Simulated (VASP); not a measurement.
# AgCl (Fm-3m) in VASP: a series of runs

Runs on AgCl. Level: PBE. Tasks: single point.

Program: VASP 6.6.1. These are calculated values, not measurements. Logs are shortened: lines on timing, memory, paths and dates and some standing lists are left out, and cuts for length are marked.

## (1) The cell of the first run

Symmetry: Fm-3m, No. 225, cubic system. Conventional cell: a = 5.497 Å, b = 5.497 Å, c = 5.497 Å, α = 90.00°, β = 90.00°, γ = 90.00°. Ag (site symmetry m-3m) has 6 Cl at 2.75 Å within 3.6 Å. Cl (site symmetry m-3m) has 6 Ag at 2.75 Å within 3.6 Å.

## (2) Single point, PBE (20.76 Å³/atom)

Input file INCAR:

```
PREC     = Accurate       # precision mode
ENCUT    = 500            # plane-wave cutoff, eV
EDIFF    = 1E-6           # SCF threshold, eV
ISMEAR   = 0              # smearing method
SIGMA    = 0.01           # smearing width, eV
LREAL    = False          # projectors in reciprocal space
LASPH    = True           # aspherical terms in the spheres
NELM     = 120            # most SCF steps
ALGO     = Normal         # electronic algorithm
ISIF     = 2              # what is computed and relaxed
LWAVE    = False          # write WAVECAR
LCHARG   = False          # write CHGCAR
GGA      = PE             # functional
NBANDS   = 16             # bands
GGA_COMPAT= False
```

Input file KPOINTS:

```
regular mesh
0
Gamma
  6 6 6
```

Input file POSCAR:

```
AgCl
1.0
    0.0000000000      2.7484297946      2.7484297946
    2.7484297946      0.0000000000      2.7484297946
    2.7484297946      2.7484297946      0.0000000000
Ag Cl
1 1
Direct
    0.0000000000      0.0000000000      0.0000000000
    0.5000000000      0.5000000000      0.5000000000
```

Potentials or basis: VASP PAW PBE potentials, release 64 (Ag, Cl).

Launch:

```sh
$ cat potpaw_PBE.64/Ag/POTCAR potpaw_PBE.64/Cl/POTCAR > POTCAR
$ mpirun -np 1 vasp_std > vasp.out
```

OUTCAR:

```text
PREC = Accurate
   ENCUT = 500
   EDIFF = 1E-6
   ISMEAR = 0
   LREAL = False
   LASPH = True
   NELM = 120
   ISIF = 2
   GGA = PE

 ion  position               nearest neighbor table
   1  0.000  0.000  0.000-   2 2.75   2 2.75   2 2.75   2 2.75   2 2.75   2 2.75
   2  0.500  0.500  0.500-   1 2.75   1 2.75   1 2.75   1 2.75   1 2.75   1 2.75

  LATTYP: Found a face centered cubic cell.
 ALAT       =     5.4968595892

  Lattice vectors:

 A1 = (   0.0000000000,   2.7484297946,   2.7484297946)
 A2 = (   2.7484297946,   0.0000000000,   2.7484297946)
 A3 = (   2.7484297946,   2.7484297946,   0.0000000000)

Analysis of symmetry for initial positions (statically):
=====================================================================
 Subroutine PRICEL returns:
 Original cell was already a primitive cell.

 Routine SETGRP: Setting up the symmetry group for a
 face centered cubic supercell.

 Subroutine GETGRP returns: Found 48 space group operations
 (whereof 48 operations were pure point group operations)
 out of a pool of 48 trial point group operations.

The static configuration has the point symmetry O_h .

Analysis of symmetry for dynamics (positions and initial velocities):
=====================================================================
 Subroutine PRICEL returns:
 Original cell was already a primitive cell.

 Routine SETGRP: Setting up the symmetry group for a
 face centered cubic supercell.

 Subroutine GETGRP returns: Found 48 space group operations
 (whereof 48 operations were pure point group operations)
 out of a pool of 48 trial point group operations.

The dynamic configuration has the point symmetry O_h .

 Subroutine INISYM returns: Found 48 space group operations
 (whereof 48 operations are pure point group operations),
 and found     1 'primitive' translations

----------------------------------------------------------------------------------------

                                     Primitive cell

  volume of cell :      41.5225

  direct lattice vectors                    reciprocal lattice vectors
     0.000000000  2.748429795  2.748429795    -0.181922056  0.181922056  0.181922056
     2.748429795  0.000000000  2.748429795     0.181922056 -0.181922056  0.181922056
     2.748429795  2.748429795  0.000000000     0.181922056  0.181922056 -0.181922056

  length of vectors
     3.886866691  3.886866691  3.886866691     0.315098245  0.315098245  0.315098245

  position of ions in fractional coordinates (direct lattice)
     0.000000000  0.000000000  0.000000000
     0.500000000  0.500000000  0.500000000

  ion indices of the primitive-cell ions
   primitive index   ion index
                 1           1
                 2           2

----------------------------------------------------------------------------------------

 KPOINTS: regular mesh

Automatic generation of k-mesh.
 Grid dimensions read from file:
 generate k-points for:    6    6    6

 Generating k-lattice:

  Cartesian coordinates                     Fractional coordinates (reciprocal lattice)
    -0.030320343  0.030320343  0.030320343     0.166666667  0.000000000  0.000000000
     0.030320343 -0.030320343  0.030320343     0.000000000  0.166666667  0.000000000
     0.030320343  0.030320343 -0.030320343     0.000000000  0.000000000  0.166666667

  Length of vectors
     0.052516374  0.052516374  0.052516374

  Shift w.r.t. Gamma in fractional coordinates (k-lattice)
     0.000000000  0.000000000  0.000000000

 Subroutine IBZKPT returns following result:
 ===========================================

 Found     16 irreducible k-points:

 Following reciprocal coordinates:
            Coordinates               Weight
  0.000000  0.000000  0.000000      1.000000
  0.166667  0.000000  0.000000      8.000000
  0.333333  0.000000  0.000000      8.000000
  0.500000  0.000000  0.000000      4.000000
  0.166667  0.166667  0.000000      6.000000
  0.333333  0.166667  0.000000     24.000000
[... 8 lines left out ...]
 -0.333333  0.333333  0.166667     24.000000
 -0.333333  0.500000  0.166667     12.000000
   k-points           NKPTS =     16   k-points in BZ     NKDIM =     16   number of bands    NBANDS=     16
   number of dos      NEDOS =    301   number of ions     NIONS =      2
   total plane-waves  NPLWV =  21952
   dimension x,y,z NGX =    28 NGY =   28 NGZ =   28
   dimension x,y,z NGXF=    56 NGYF=   56 NGZF=   56
   ions per type =               1   1
   NGX,Y,Z   is equivalent  to a cutoff of  11.98, 11.98, 11.98 a.u.
   NGXF,Y,Z  is equivalent  to a cutoff of  23.95, 23.95, 23.95 a.u.
 SYSTEM =  unknown system
   PREC   = accura    normal or accurate (medium, high low for compatibility)
   ISTART =      0    job   : 0-new  1-cont  2-samecut
   ICHARG =      2    charge: 1-file 2-atom 10-const
   ISPIN  =      1    spin polarized calculation?
   LNONCOLLINEAR =      F non collinear calculations
   LSORBIT =      F    spin-orbit coupling
   LASPH  =      T    aspherical Exc in radial PAW
   ENCUT  =  500.0 eV  36.75 Ry    6.06 a.u.   7.09  7.09  7.09*2*pi/ulx,y,z
   NELM   =    120;   NELMIN=  2; NELMDL= -5     # of ELM steps
   EDIFF  = 0.1E-05   stopping-criterion for ELM
   LREAL  =      F    real-space projection
   EDIFFG = 0.1E-04   stopping-criterion for IOM
   NSW    =      0    number of steps for IOM
   IBRION =     -1    ionic relax: 0-MD 1-quasi-New 2-CG
   NFREE  =      0    steps in history (QN), initial steepest desc. (CG)
   ISIF   =      2    stress and relaxation
   ISYM   =      2    0-nonsym 1-usesym 2-fastsym
   POTIM  = 0.5000    time-step for ionic-motion
   TEBEG  =    0.0;   TEEND  =   0.0 temperature during run
   PSTRESS=    0.0 pullay stress
   NELECT =      18.0000    total number of electrons
   NUPDOWN=      -1.0000    fix difference up-down
   EMIN   =  10.00;   EMAX   =-10.00  energy-range for DOS
   EFERMI =   0.00;   METHOD = LEGACY
   ISMEAR =     0;   SIGMA  =   0.01  broadening in eV -4-tet -1-fermi 0-gaus
   EFERMI_NEDOS =   21; number of points for ismear=-14 and -15
   IALGO  =     38    algorithm
   IMIX   =      4    mixing-type and parameters
     AMIX     =   0.40;   BMIX     =  1.00
     AMIX_MAG =   1.60;   BMIX_MAG =  1.00
  volume/ion in A,a.u.               =      20.76       140.10
  Fermi-wavevector in a.u.,A,eV,Ry     =   1.238999  2.341369 20.886562  1.535119
  Thomas-Fermi vector in A             =   2.373501
   LORBIT       =      0    0 simple, 1 ext, 2 COOP (PROOUT), +10 PAW based schemes
   GGA     = PE    functional components
   LHFCALC =     F    Hartree Fock is set to
   AEXX    =    0.0000 exact exchange contribution
   IVDW    =     0    specifies the selected vdW correction
   LEPSILON=     F    determine dielectric tensor
   LRPA    =     F    only Hartree local field effects (RPA)
 non-spin polarized calculation
 Gauss-broadening in eV      SIGMA  =   0.01
  energy-cutoff  :      500.00
  volume of cell :       41.52
 maximum number of plane-waves:      1067
   NGX = 15   NGY = 15   NGZ = 15

 number of electron      17.9999996 magnetization

 Free energy of the ion-electron system (eV)
  ---------------------------------------------------
  ext. energy  EPLUGINS =         0.00000000
  ---------------------------------------------------
  free energy    TOTEN  =        -5.37798400 eV

  energy without entropy =       -5.37798400  energy(sigma->0) =       -5.37798400

 E-fermi :   4.2657     XC(G=0): -10.1068

 val. band max:        4.1640211331   @ k =   0.5000   0.0000   0.0000
 cond. band min:       5.0673581087   @ k =   0.0000   0.0000   0.0000
 fundamental gap:      0.9033369756
 Fermi energy:         4.2656984447

 k-point     1 :       0.0000    0.0000    0.0000
  band No.  band energies     occupation
      1     -11.1682      2.00000
      2       1.6131      2.00000
      3       1.6131      2.00000
      4       1.6131      2.00000
      5       1.6557      2.00000
      6       1.6557      2.00000
[... 8 lines left out ...]
     15      17.6414      0.00000
     16      17.6414      0.00000

 k-point     2 :       0.1667    0.0000    0.0000
  band No.  band energies     occupation
      1     -11.0572      2.00000
      2       0.5101      2.00000
      3       0.7130      2.00000
      4       0.7130      2.00000
      5       1.7099      2.00000
      6       1.7099      2.00000
[... 8 lines left out ...]
     15      16.1763      0.00000
     16      16.9228      0.00000

 k-point     3 :       0.3333    0.0000    0.0000
  band No.  band energies     occupation
      1     -10.8196      2.00000
      2      -0.7835      2.00000
      3       0.0580      2.00000
      4       0.0580      2.00000
      5       1.9039      2.00000
      6       1.9039      2.00000
[... 8 lines left out ...]
     15      17.0009      0.00000
     16      17.0114      0.00000

 k-point     4 :       0.5000    0.0000    0.0000
  band No.  band energies     occupation
      1     -10.6918      2.00000
      2      -1.3022      2.00000
      3      -0.1714      2.00000
      4      -0.1714      2.00000
      5       2.0054      2.00000
      6       2.0054      2.00000
[... 8 lines left out ...]
     15      17.8785      0.00000
     16      17.8785      0.00000

 k-point     5 :       0.1667    0.1667    0.0000
  band No.  band energies     occupation
      1     -11.0275      2.00000
      2       0.0010      2.00000
      3       1.1176      2.00000
      4       1.1176      2.00000
      5       1.5246      2.00000
      6       1.7054      2.00000
[... 8 lines left out ...]
     15      18.3033      0.00000
     16      19.0798      0.00000

 k-point     6 :       0.3333    0.1667    0.0000
  band No.  band energies     occupation
      1     -10.8475      2.00000
      2      -0.5907      2.00000
      3       0.3603      2.00000
      4       0.5001      2.00000
      5       1.6570      2.00000
      6       1.9333      2.00000
[... 8 lines left out ...]
     15      18.1602      0.00000
     16      18.8521      0.00000

 k-point     7 :       0.5000    0.1667    0.0000
  band No.  band energies     occupation
      1     -10.6889      2.00000
      2      -0.9877      2.00000
      3      -0.1432      2.00000
      4      -0.0053      2.00000
      5       1.8895      2.00000
      6       2.0315      2.00000
[... 8 lines left out ...]
     15      18.1619      0.00000
     16      19.1944      0.00000

 k-point     8 :      -0.3333    0.1667    0.0000
  band No.  band energies     occupation
      1     -10.7223      2.00000
      2      -0.9425      2.00000
      3      -0.1157      2.00000
      4       0.0895      2.00000
      5       1.9256      2.00000
      6       1.9796      2.00000
[... 8 lines left out ...]
     15      18.3775      0.00000
     16      18.7690      0.00000

 k-point     9 :      -0.1667    0.1667    0.0000
  band No.  band energies     occupation
      1     -10.9104      2.00000
      2      -0.3467      2.00000
      3       0.1599      2.00000
      4       0.6853      2.00000
      5       1.7611      2.00000
      6       1.8894      2.00000
[... 8 lines left out ...]
     15      17.7217      0.00000
     16      18.6699      0.00000

 k-point    10 :       0.3333    0.3333    0.0000
  band No.  band energies     occupation
      1     -10.7792      2.00000
      2      -0.6251      2.00000
      3       0.9229      2.00000
      4       0.9229      2.00000
      5       1.3500      2.00000
      6       1.8059      2.00000
[... 8 lines left out ...]
     15      19.1136      0.00000
     16      20.5725      0.00000

 k-point    11 :       0.5000    0.3333    0.0000
  band No.  band energies     occupation
      1     -10.6817      2.00000
      2      -0.4680      2.00000
      3       0.2455      2.00000
      4       0.4712      2.00000
      5       1.6002      2.00000
      6       2.0812      2.00000
[... 8 lines left out ...]
     15      18.8645      0.00000
     16      19.6546      0.00000

 k-point    12 :      -0.3333    0.3333    0.0000
  band No.  band energies     occupation
      1     -10.6527      2.00000
      2      -0.5943      2.00000
      3      -0.0853      2.00000
      4       0.0223      2.00000
      5       1.8868      2.00000
      6       2.0217      2.00000
[... 8 lines left out ...]
     15      17.2302      0.00000
     16      20.5358      0.00000

 k-point    13 :       0.5000    0.5000    0.0000
  band No.  band energies     occupation
      1     -10.6774      2.00000
      2      -0.3590      2.00000
      3       0.9610      2.00000
      4       0.9610      2.00000
      5       1.2640      2.00000
      6       1.8568      2.00000
[... 8 lines left out ...]
     15      19.3374      0.00000
     16      19.3374      0.00000

 k-point    14 :       0.5000    0.3333    0.1667
  band No.  band energies     occupation
      1     -10.7187      2.00000
      2      -0.7016      2.00000
      3       0.0427      2.00000
      4       0.3574      2.00000
      5       1.8150      2.00000
      6       2.0111      2.00000
[... 8 lines left out ...]
     15      18.7135      0.00000
     16      20.3827      0.00000

 k-point    15 :      -0.3333    0.3333    0.1667
  band No.  band energies     occupation
      1     -10.6527      2.00000
      2      -0.6014      2.00000
      3      -0.0626      2.00000
      4      -0.0026      2.00000
      5       1.9315      2.00000
      6       2.0097      2.00000
[... 8 lines left out ...]
     15      17.7980      0.00000
     16      19.4448      0.00000

 k-point    16 :      -0.3333    0.5000    0.1667
  band No.  band energies     occupation
      1     -10.6490      2.00000
      2      -0.2126      2.00000
      3      -0.0180      2.00000
      4       0.2811      2.00000
      5       1.8925      2.00000
      6       2.1325      2.00000
[... 8 lines left out ...]
     15      18.5272      0.00000
     16      19.3099      0.00000

------------------------ aborting loop because EDIFF is reached ----------------------------------------

  FORCE on cell =-STRESS in cart. coord.  units (eV):
  Direction    XX          YY          ZZ          XY          YZ          ZX
  --------------------------------------------------------------------------------------
  -------------------------------------------------------------------------------------
  Total        0.7562347      0.7562347      0.7562347      0.0000000      0.0000000      0.0000000
  in kB       29.1798628     29.1798628     29.1798628      0.0000000      0.0000000      0.0000000
  external PRESSURE =      29.1798628 kB  Pullay stress =       0.0000000 kB

 VOLUME and BASIS-vectors are now :
 -----------------------------------------------------------------------------
  energy-cutoff  :      500.00
  volume of cell :       41.52
      direct lattice vectors                 reciprocal lattice vectors
     0.000000000  2.748429795  2.748429795    -0.181922056  0.181922056  0.181922056
     2.748429795  0.000000000  2.748429795     0.181922056 -0.181922056  0.181922056
     2.748429795  2.748429795  0.000000000     0.181922056  0.181922056 -0.181922056

 POSITION                                       TOTAL-FORCE (eV/Angst)
 -----------------------------------------------------------------------------------
      0.00000      0.00000      0.00000        -0.000000     -0.000000     -0.000000
      2.74843      2.74843      2.74843         0.000000      0.000000      0.000000
 -----------------------------------------------------------------------------------
    total drift:                                0.000000      0.000000      0.000000

  FREE ENERGIE OF THE ION-ELECTRON SYSTEM (eV)
  ---------------------------------------------------
  free  energy   TOTEN  =        -5.3779839978 eV

  energy  without entropy=       -5.3779839978  energy(sigma->0) =       -5.37798400
```

Run time: 6.6 s. Hardware: 1 thread of Intel Xeon Platinum 8488C (Sapphire Rapids), shared host; peak memory 0.15 GiB.

Results:

* Free energy: -5.3780 eV
* Pressure: 2.9 GPa
* Band gap on the k mesh: 0.90 eV (least direct gap 3.34 eV)

A k mesh can miss the band edges.

(Continued in part 2 of 2.)
